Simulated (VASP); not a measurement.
Runs of VASP 6.6.1 on MoS2. It takes space group P-3m1 (No. 164, trigonal). The conventional cell has a = 3.227 Å, b = 3.227 Å, c = 6.312 Å, α = 90.00°, β = 90.00°, γ = 120.00°. Within 3.2 Å of Mo (site symmetry -3m) lie 6 S at 2.42 Å. S (site symmetry 3m) has 3 Mo at 2.42 Å within 3.2 Å. 

```tsv
k mesh	gap on the mesh (eV)	pressure (GPa)	largest force (eV/Å)
6 × 6 × 3	none	-5.8	0.15
7 × 7 × 4	none	-5.6	0.15
5 × 5 × 2	none	-5.8	0.21
4 × 4 × 2	none	-5.2	(a)
3 × 3 × 2	none	-5.6	0.59
```

Alike in all rows: task single point; level LDA; potentials or basis VASP PAW LDA potentials, release 64 (Mo_sv, S); no spin polarisation; cell as given; cutoff (eV) 500; smearing fermi-dirac 0.1 eV.

Task: Fill in the values left out.

Result: (a) 0.29.

Caveats: some runs use coarse meshes.

A k mesh can miss the band edges, and the runs leave out spin-orbit coupling on Mo.

A gap of «none» marks levels without a gap at the run's occupations.
